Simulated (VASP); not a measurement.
# TiB4 (P4/mmm) in VASP: a series of runs

The runs below take TiB4 through single point, with PBE.

Everything below comes from runs of VASP 6.6.1. Logs are shortened: lines on timing, memory, paths and dates and some standing lists are left out, and cuts for length are marked.

## (1) The cell of the first run

It takes space group P4/mmm (No. 123, tetragonal). Conventional cell: a = 4.018 Å, b = 4.018 Å, c = 2.641 Å, α = 90.00°, β = 90.00°, γ = 90.00°. Ti (site symmetry 4/mmm) has 16 B at 2.54 Å and 2 Ti at 2.64 Å within 3.3 Å. Within 2.2 Å of B (site symmetry m2m) lie 3 B at 1.62 to 1.70 Å.

## (2) Single point, PBE

The input, INCAR:

```
ALGO = Normal
EDIFF = 1E-6
ENCUT = 520
GGA = PE
ISIF = 2
ISMEAR = 0
LASPH = True
LCHARG = False
LREAL = False
LWAVE = False
NBANDS = 20
NELM = 80
PREC = Accurate
SIGMA = 0.1
```

The input, KPOINTS:

```
k-points
0
Gamma
  6 6 6
```

The input, POSCAR:

```
TiB4
1.0
    4.0180316344      0.0000000000      0.0000000000
    0.0000000000      4.0180316344      0.0000000000
    0.0000000000      0.0000000000      2.6409555985
Ti B
1 4
Direct
    0.0000000000      0.0000000000      0.5000000000
    0.2011968889      0.5000000000      0.0000000000
    0.7988031111      0.5000000000      0.0000000000
    0.5000000000      0.2011968889      0.0000000000
    0.5000000000      0.7988031111      0.0000000000
```

Potentials or basis: VASP PAW PBE potentials, release 64 (Ti_sv, B).

Launch:

```console
cat potpaw_PBE.64/Ti_sv/POTCAR potpaw_PBE.64/B/POTCAR > POTCAR
mpirun -np 1 vasp_std > vasp.out
```

OUTCAR:

```text
EDIFF = 1E-6
   ENCUT = 520
   GGA = PE
   ISIF = 2
   ISMEAR = 0
   LASPH = True
   LREAL = False
   NELM = 80
   PREC = Accurate

 ion  position               nearest neighbor table
   1  0.000  0.000  0.500-   2 2.54   3 2.54   4 2.54   5 2.54   2 2.54   3 2.54   4 2.54   5 2.54
                             2 2.54   3 2.54   2 2.54   3 2.54   4 2.54   5 2.54   4 2.54   5 2.54
   2  0.201  0.500  0.000-   3 1.62   4 1.70   5 1.70   1 2.54   1 2.54   1 2.54   1 2.54
   3  0.799  0.500  0.000-   2 1.62   4 1.70   5 1.70   1 2.54   1 2.54   1 2.54   1 2.54
   4  0.500  0.201  0.000-   5 1.62   3 1.70   2 1.70   1 2.54   1 2.54   1 2.54   1 2.54
   5  0.500  0.799  0.000-   4 1.62   3 1.70   2 1.70   1 2.54   1 2.54   1 2.54   1 2.54

  LATTYP: Found a simple tetragonal cell.
 ALAT       =     4.0180316344
 C/A-ratio  =     0.6572759597

  Lattice vectors:

 A1 = (   4.0180316344,   0.0000000000,   0.0000000000)
 A2 = (   0.0000000000,   4.0180316344,   0.0000000000)
 A3 = (   0.0000000000,   0.0000000000,   2.6409555985)

Analysis of symmetry for initial positions (statically):
=====================================================================
 Subroutine PRICEL returns:
 Original cell was already a primitive cell.

 Routine SETGRP: Setting up the symmetry group for a
 simple tetragonal supercell.

 Subroutine GETGRP returns: Found 16 space group operations
 (whereof 16 operations were pure point group operations)
 out of a pool of 16 trial point group operations.

The static configuration has the point symmetry D_4h.

Analysis of symmetry for dynamics (positions and initial velocities):
=====================================================================
 Subroutine PRICEL returns:
 Original cell was already a primitive cell.

 Routine SETGRP: Setting up the symmetry group for a
 simple tetragonal supercell.

 Subroutine GETGRP returns: Found 16 space group operations
 (whereof 16 operations were pure point group operations)
 out of a pool of 16 trial point group operations.

The dynamic configuration has the point symmetry D_4h.

 Subroutine INISYM returns: Found 16 space group operations
 (whereof 16 operations are pure point group operations),
 and found     1 'primitive' translations

----------------------------------------------------------------------------------------

                                     Primitive cell

  volume of cell :      42.6371

  direct lattice vectors                    reciprocal lattice vectors
     4.018031634  0.000000000  0.000000000     0.248878080  0.000000000  0.000000000
     0.000000000  4.018031634  0.000000000     0.000000000  0.248878080  0.000000000
     0.000000000  0.000000000  2.640955599     0.000000000  0.000000000  0.378650819

  length of vectors
     4.018031634  4.018031634  2.640955599     0.248878080  0.248878080  0.378650819

  position of ions in fractional coordinates (direct lattice)
     0.000000000  0.000000000  0.500000000
     0.201196889  0.500000000  0.000000000
     0.798803111  0.500000000  0.000000000
     0.500000000  0.201196889  0.000000000
     0.500000000  0.798803111  0.000000000

  ion indices of the primitive-cell ions
   primitive index   ion index
                 1           1
                 2           2
                 3           3
                 4           4
                 5           5

----------------------------------------------------------------------------------------

 KPOINTS: k-points

Automatic generation of k-mesh.
 Grid dimensions read from file:
 generate k-points for:    6    6    6

 Generating k-lattice:

  Cartesian coordinates                     Fractional coordinates (reciprocal lattice)
     0.041479680  0.000000000  0.000000000     0.166666667  0.000000000  0.000000000
     0.000000000  0.041479680  0.000000000     0.000000000  0.166666667  0.000000000
     0.000000000  0.000000000  0.063108470     0.000000000  0.000000000  0.166666667

  Length of vectors
     0.041479680  0.041479680  0.063108470

  Shift w.r.t. Gamma in fractional coordinates (k-lattice)
     0.000000000  0.000000000  0.000000000

 Subroutine IBZKPT returns following result:
 ===========================================

 Found     40 irreducible k-points:

 Following reciprocal coordinates:
            Coordinates               Weight
  0.000000  0.000000  0.000000      1.000000
  0.166667  0.000000  0.000000      4.000000
  0.333333  0.000000  0.000000      4.000000
  0.500000  0.000000  0.000000      2.000000
  0.166667  0.166667  0.000000      4.000000
  0.333333  0.166667  0.000000      8.000000
[... 16 lines left out ...]
  0.333333  0.000000  0.333333      8.000000
  0.500000  0.000000  0.333333      4.000000
 [... further k-points ...]
   k-points           NKPTS =     40   k-points in BZ     NKDIM =     40   number of bands    NBANDS=     20
   number of dos      NEDOS =    301   number of ions     NIONS =      5
   total plane-waves  NPLWV =  18000
   dimension x,y,z NGX =    30 NGY =   30 NGZ =   20
   dimension x,y,z NGXF=    60 NGYF=   60 NGZF=   40
   ions per type =               1   4
   NGX,Y,Z   is equivalent  to a cutoff of  12.41, 12.41, 12.59 a.u.
   NGXF,Y,Z  is equivalent  to a cutoff of  24.82, 24.82, 25.18 a.u.
 SYSTEM =  unknown system
   PREC   = accura    normal or accurate (medium, high low for compatibility)
   ISTART =      0    job   : 0-new  1-cont  2-samecut
   ICHARG =      2    charge: 1-file 2-atom 10-const
   ISPIN  =      1    spin polarized calculation?
   LNONCOLLINEAR =      F non collinear calculations
   LSORBIT =      F    spin-orbit coupling
   LASPH  =      T    aspherical Exc in radial PAW
   ENCUT  =  520.0 eV  38.22 Ry    6.18 a.u.   7.47  7.47  4.91*2*pi/ulx,y,z
   NELM   =     80;   NELMIN=  2; NELMDL= -5     # of ELM steps
   EDIFF  = 0.1E-05   stopping-criterion for ELM
   LREAL  =      F    real-space projection
   EDIFFG = 0.1E-04   stopping-criterion for IOM
   NSW    =      0    number of steps for IOM
   IBRION =     -1    ionic relax: 0-MD 1-quasi-New 2-CG
   NFREE  =      0    steps in history (QN), initial steepest desc. (CG)
   ISIF   =      2    stress and relaxation
   ISYM   =      2    0-nonsym 1-usesym 2-fastsym
   POTIM  = 0.5000    time-step for ionic-motion
   TEBEG  =    0.0;   TEEND  =   0.0 temperature during run
   PSTRESS=    0.0 pullay stress
   NELECT =      24.0000    total number of electrons
   NUPDOWN=      -1.0000    fix difference up-down
   EMIN   =  10.00;   EMAX   =-10.00  energy-range for DOS
   EFERMI =   0.00;   METHOD = LEGACY
   ISMEAR =     0;   SIGMA  =   0.10  broadening in eV -4-tet -1-fermi 0-gaus
   EFERMI_NEDOS =   21; number of points for ismear=-14 and -15
   IALGO  =     38    algorithm
   IMIX   =      4    mixing-type and parameters
     AMIX     =   0.40;   BMIX     =  1.00
     AMIX_MAG =   1.60;   BMIX_MAG =  1.00
  volume/ion in A,a.u.               =       8.53        57.55
  Fermi-wavevector in a.u.,A,eV,Ry     =   1.351707  2.554356 24.859375  1.827112
  Thomas-Fermi vector in A             =   2.479107
   LORBIT       =      0    0 simple, 1 ext, 2 COOP (PROOUT), +10 PAW based schemes
   GGA     = PE    functional components
   LHFCALC =     F    Hartree Fock is set to
   AEXX    =    0.0000 exact exchange contribution
   IVDW    =     0    specifies the selected vdW correction
   LEPSILON=     F    determine dielectric tensor
   LRPA    =     F    only Hartree local field effects (RPA)
 non-spin polarized calculation
 Gauss-broadening in eV      SIGMA  =   0.10
  energy-cutoff  :      520.00
  volume of cell :       42.64
 maximum number of plane-waves:      1178
 NGX is ok and might be reduce to    30
   NGX = 15   NGY = 15   NGZ =  9

 number of electron      23.9999996 magnetization

 Free energy of the ion-electron system (eV)
  ---------------------------------------------------
  ext. energy  EPLUGINS =         0.00000000
  ---------------------------------------------------
  free energy    TOTEN  =       -34.84697333 eV

  energy without entropy =      -34.84151813  energy(sigma->0) =      -34.84424573

 E-fermi :   8.0281     XC(G=0): -12.1095

 val. band max:        8.0090818563   @ k =   0.1667   0.0000   0.1667
 cond. band min:       8.0510917298   @ k =   0.5000   0.5000   0.1667
 fundamental gap:      0.0420098735
 Fermi energy:         8.0281190972

 k-point     1 :       0.0000    0.0000    0.0000
  band No.  band energies     occupation
      1     -49.3668      2.00000
      2     -25.6583      2.00000
      3     -25.6583      2.00000
      4     -25.1430      2.00000
      5      -5.8047      2.00000
      6      -0.1619      2.00000
[... 12 lines left out ...]
     19      14.9772      0.00000
     20      16.4230      0.00000

 k-point     2 :       0.1667    0.0000    0.0000
  band No.  band energies     occupation
      1     -49.3667      2.00000
      2     -25.6636      2.00000
      3     -25.6580      2.00000
      4     -25.1427      2.00000
      5      -5.6028      2.00000
      6      -0.9149      2.00000
[... 12 lines left out ...]
     19      14.4931      0.00000
     20      16.9648      0.00000

 k-point     3 :       0.3333    0.0000    0.0000
  band No.  band energies     occupation
      1     -49.3663      2.00000
      2     -25.6741      2.00000
      3     -25.6573      2.00000
      4     -25.1422      2.00000
      5      -5.0418      2.00000
      6      -2.3243      2.00000
[... 12 lines left out ...]
     19      16.4126      0.00000
     20      16.6243      0.00000

 k-point     4 :       0.5000    0.0000    0.0000
  band No.  band energies     occupation
      1     -49.3662      2.00000
      2     -25.6794      2.00000
      3     -25.6570      2.00000
      4     -25.1420      2.00000
      5      -4.5178      2.00000
      6      -3.1638      2.00000
[... 429 lines left out ...]
 k-point    23 :       0.3333    0.0000    0.3333
  band No.  band energies     occupation
      1     -49.2764      2.00000
      2     -25.7730      2.00000
      3     -25.5875      2.00000
      4     -25.5735      2.00000
      5      -3.4014      2.00000
      6      -0.7132      2.00000
[... 12 lines left out ...]
     19      12.9083      0.00000
     20      14.3976      0.00000

 k-point    24 :       0.5000    0.0000    0.3333
  band No.  band energies     occupation
      1     -49.2762      2.00000
      2     -25.7724      2.00000
      3     -25.5919      2.00000
      4     -25.5732      2.00000
      5      -3.0990      2.00000
      6      -1.2895      2.00000
[... 12 lines left out ...]
     19      13.0714      0.00000
     20      14.3218      0.00000

 [... further k-points ...]
[... 5 lines left out ...]
  --------------------------------------------------------------------------------------
  -------------------------------------------------------------------------------------
  Total        0.0126599      0.0126599      0.0125685      0.0000000      0.0000000      0.0000000
  in kB        0.4757214      0.4757214      0.4722889      0.0000000      0.0000000      0.0000000
  external PRESSURE =       0.4745773 kB  Pullay stress =       0.0000000 kB

 VOLUME and BASIS-vectors are now :
 -----------------------------------------------------------------------------
  energy-cutoff  :      520.00
  volume of cell :       42.64
      direct lattice vectors                 reciprocal lattice vectors
     4.018031634  0.000000000  0.000000000     0.248878080  0.000000000  0.000000000
     0.000000000  4.018031634  0.000000000     0.000000000  0.248878080  0.000000000
     0.000000000  0.000000000  2.640955599     0.000000000  0.000000000  0.378650819

 POSITION                                       TOTAL-FORCE (eV/Angst)
 -----------------------------------------------------------------------------------
      0.00000      0.00000      1.32048        -0.000000      0.000000      0.000000
      0.80842      2.00902      0.00000         0.006108     -0.000000      0.000000
      3.20962      2.00902      0.00000        -0.006108      0.000000      0.000000
      2.00902      0.80842      0.00000         0.000000      0.006108      0.000000
      2.00902      3.20962      0.00000        -0.000000     -0.006108     -0.000000
 -----------------------------------------------------------------------------------
    total drift:                                0.000000      0.000000     -0.000000

  FREE ENERGIE OF THE ION-ELECTRON SYSTEM (eV)
  ---------------------------------------------------
  free  energy   TOTEN  =       -34.8469733306 eV

  energy  without entropy=      -34.8415181301  energy(sigma->0) =      -34.84424573
```

It took 14 s on 1 thread of Intel Xeon 6975P-C (Granite Rapids), shared host; peak memory 0.16 GiB.

Results:

* Free energy: -34.8470 eV
* Pressure: 0.0 GPa
* Largest force: 0.006 eV/Å
* Band gap on the k mesh: zero (band 12 reaches 9.18 eV, above the bottom of band 13 at 6.83 eV)

Forces on the atoms (eV/Å):
```
Ti   0.000  0.000  0.000
B    0.006  0.000  0.000
B   -0.006  0.000  0.000
B    0.000  0.006  0.000
B    0.000 -0.006  0.000
```

Levels at points of the mesh, in eV from the Fermi level:
```
           k point  band 10  band 11  band 12  band 13  band 14  band 15
(0.00, 0.00, 0.00)    -3.12    -1.65     1.15     1.92     1.92     2.87
(0.50, 0.00, 0.00)    -3.74    -1.41     0.37     2.03     2.33     2.63
(0.50, 0.50, 0.00)    -0.61    -0.61    -0.27     0.41     1.00     1.00
(0.00, 0.00, 0.50)    -5.10    -2.74    -0.04     0.76     1.25     1.25
(0.50, 0.00, 0.50)    -4.88    -2.58    -1.15    -0.99     1.17     1.87
(0.50, 0.50, 0.50)    -3.71    -3.71     0.45     0.45     1.16     1.54
```

Caveat: the k points lie up to 0.40 Å⁻¹ apart.

## (3) Single point, PBE

This run uses another cell than the first one, of 8.75 Å³/atom, 1.026 times its volume.

The input, INCAR:

```
SYSTEM = TiB4
PREC = Accurate
ENCUT = 520
EDIFF = 1E-7
ISMEAR = 0
SIGMA = 0.1
LREAL = .FALSE.
LASPH = .TRUE.
NELM = 80
ALGO = Normal
ISIF = 2
LWAVE = .FALSE.
LCHARG = .FALSE.
GGA = PE
NBANDS = 20
```

The input, KPOINTS:

```
Automatic mesh
0
G
  6 6 6
  0 0 0
```

The input, POSCAR:

```
TiB4
1.0
    3.5842289600      0.0000000000      0.0000000000
    0.0000000000      3.5842289600      0.0000000000
    0.0000000000      0.0000000000      3.4038658500
Ti B
1 4
Direct
    0.0000000000      0.0000000000      0.5000000000
    0.2410571200      0.5000000000      0.0000000000
    0.7589428800      0.5000000000      0.0000000000
    0.5000000000      0.2410571200      0.0000000000
    0.5000000000      0.7589428800      0.0000000000
```

Potentials or basis: VASP PAW PBE potentials, release 64 (Ti_sv, B).

Launch:

```console
cat potpaw_PBE.64/Ti_sv/POTCAR potpaw_PBE.64/B/POTCAR > POTCAR
mpirun -np 1 vasp_std > vasp.out
```

Run time: 17 s. Hardware: 1 thread of Intel Xeon 6975P-C (Granite Rapids), shared host; peak memory 0.16 GiB.

Results (log left out):

```
Free energy            : -26.0201 eV
Pressure               : 72.6 GPa
Largest force          : 19.362 eV/Å
Band gap on the k mesh : zero (band 12 reaches 8.81 eV, above the bottom of band 13 at 7.02 eV)
```

Forces in eV/Å, atoms in the order of the input:
```
Ti    0.000   0.000   0.000
B   -19.362   0.000   0.000
B    19.362   0.000   0.000
B     0.000 -19.362   0.000
B     0.000  19.362   0.000
```

Stress tensor (GPa, compression positive):
```
125.99   0.00   0.00
  0.00 125.99   0.00
  0.00   0.00 -34.25
```

Levels at points of the mesh, in eV from the Fermi level:
```tsv
k point	band 8	band 9	band 10	band 11	band 12	band 13	band 14	band 15	band 16	band 17
(0.00, 0.00, 0.00)	-5.38	-5.17	-4.88	-2.28	-1.14	0.40	0.40	1.90	2.21	5.71
(0.50, 0.00, 0.00)	-4.60	-4.38	-3.92	-1.64	0.35	0.79	0.91	1.88	2.00	2.41
(0.50, 0.50, 0.00)	-7.26	-2.65	-1.53	-1.53	-0.61	0.95	1.34	1.44	1.44	4.97
(0.00, 0.00, 0.50)	-5.70	-5.70	-3.69	-1.48	-1.39	1.00	1.26	2.04	2.04	3.08
(0.50, 0.00, 0.50)	-6.44	-4.72	-3.65	-3.39	-0.38	0.42	1.51	1.79	2.47	2.59
(0.50, 0.50, 0.50)	-6.28	-5.65	-1.93	-1.93	1.47	1.47	1.49	1.57	2.32	2.51
```

Caveat: forces of over 1 eV/Å act on the atoms, so gaps and moduli don't describe the material at rest.

## (4) Single point, PBE, collinear spin, ferromagnetic start

The input, INCAR:

```
PREC     = Accurate       # precision mode
ENCUT    = 520            # plane-wave cutoff, eV
EDIFF    = 1E-7           # SCF threshold, eV
ISMEAR   = 0              # smearing method
SIGMA    = 0.1            # smearing width, eV
LREAL    = False          # projectors in reciprocal space
LASPH    = True           # aspherical terms in the spheres
NELM     = 150            # most SCF steps
ALGO     = Normal         # electronic algorithm
ISIF     = 2              # what is computed and relaxed
LWAVE    = False          # write WAVECAR
LCHARG   = False          # write CHGCAR
ISPIN    = 2              # spin polarisation
MAGMOM   = 1 0 0 0 0      # initial moments
LORBIT   = 11             # projections on sites
LMAXMIX  = 4              # l up to which the mixer works
GGA      = PE             # functional
NBANDS   = 24             # bands
```

The input, KPOINTS:

```
Automatic mesh
0
Gamma
  4 4 6
```

The input, POSCAR:

```
TiB4
1.0
    4.0180316344      0.0000000000      0.0000000000
    0.0000000000      4.0180316344      0.0000000000
    0.0000000000      0.0000000000      2.6409555985
Ti B
1 4
Direct
    0.0000000000      0.0000000000      0.5000000000
    0.2011968889      0.5000000000      0.0000000000
    0.7988031111      0.5000000000      0.0000000000
    0.5000000000      0.2011968889      0.0000000000
    0.5000000000      0.7988031111      0.0000000000
```

Launch:

```console
cat potpaw_PBE.64/Ti_sv/POTCAR potpaw_PBE.64/B/POTCAR > POTCAR
mpirun -np 1 vasp_std > vasp.out
```

Run time: 23 s. Hardware: 1 thread of Intel Xeon 6975P-C (Granite Rapids), shared host; peak memory 0.18 GiB.

The run converged. Its results:

* Free energy: -34.8212 eV
* Pressure: 0.2 GPa
* Largest force: 0.020 eV/Å
* Band gap on the k mesh: zero (filled and empty bands overlap)
* Net moment: 0.00 μB per cell
* Valence electrons inside the program's atomic spheres: Ti 10.27; B 2.00

Forces on the atoms (eV/Å):
```
Ti   0.000  0.000  0.000
B    0.020  0.000  0.000
B   -0.020  0.000  0.000
B    0.000  0.020  0.000
B    0.000 -0.020  0.000
```

Stress tensor (GPa, compression positive):
```
 0.52  0.00  0.00
 0.00  0.52  0.00
 0.00  0.00 -0.34
```

Levels at points of the mesh, in eV from the Fermi level:
Spin up:
```
           k point  band 9  band 10  band 11  band 12  band 13  band 14  band 15  band 16
(0.00, 0.00, 0.00)   -6.26    -3.16    -1.68     1.10     1.90     1.90     2.86     4.08
(0.50, 0.00, 0.00)   -4.16    -3.78    -1.45     0.33     2.01     2.30     2.61     4.02
(0.50, 0.50, 0.00)   -0.92    -0.66    -0.66    -0.29     0.38     0.97     0.97     4.07
(0.00, 0.00, 0.50)   -5.21    -5.15    -2.78    -0.08     0.74     1.21     1.21     1.81
(0.50, 0.00, 0.50)   -4.96    -4.92    -2.63    -1.20    -1.02     1.15     1.84     2.98
(0.50, 0.50, 0.50)   -4.77    -3.76    -3.76     0.39     0.39     1.14     1.51     2.14
```
Spin down:
| k point | band 9 | band 10 | band 11 | band 12 | band 13 | band 14 | band 15 | band 16 |
| --- | --- | --- | --- | --- | --- | --- | --- | --- |
| (0.00, 0.00, 0.00) | -6.26 | -3.16 | -1.68 | 1.10 | 1.90 | 1.90 | 2.86 | 4.08 |
| (0.50, 0.00, 0.00) | -4.16 | -3.78 | -1.45 | 0.33 | 2.01 | 2.30 | 2.61 | 4.02 |
| (0.50, 0.50, 0.00) | -0.92 | -0.66 | -0.66 | -0.29 | 0.38 | 0.97 | 0.97 | 4.07 |
| (0.00, 0.00, 0.50) | -5.21 | -5.15 | -2.78 | -0.08 | 0.74 | 1.21 | 1.21 | 1.81 |
| (0.50, 0.00, 0.50) | -4.96 | -4.92 | -2.63 | -1.20 | -1.02 | 1.15 | 1.84 | 2.98 |
| (0.50, 0.50, 0.50) | -4.77 | -3.76 | -3.76 | 0.39 | 0.39 | 1.14 | 1.51 | 2.14 |

Caveat: the k points lie up to 0.40 Å⁻¹ apart.

## (5) The runs side by side

| spin | cell | k mesh | gap on the mesh (eV) | pressure (GPa) | largest force (eV/Å) |
| --- | --- | --- | --- | --- | --- |
| off | a = 4.018, b = 4.018, c = 2.641 Å, 5 atoms | 6 × 6 × 6 | none | 0.0 | 0.01 |
| off | a = 3.584, b = 3.584, c = 3.404 Å, 5 atoms | 6 × 6 × 6 | none | 72.6 | 19.36 |
| collinear, ferromagnetic start | a = 4.018, b = 4.018, c = 2.641 Å, 5 atoms | 4 × 4 × 6 | none | 0.2 | 0.02 |

Alike in all rows: task single point; level PBE; potentials or basis VASP PAW PBE potentials, release 64 (Ti_sv, B); cutoff (eV) 520; smearing gaussian 0.1 eV.

Caveats: some runs use coarse meshes; forces of over 1 eV/Å act on the atoms, so gaps and moduli don't describe the material at rest (some runs).

Total energies depend on the potentials used, so only differences within one code and one set of settings carry meaning.
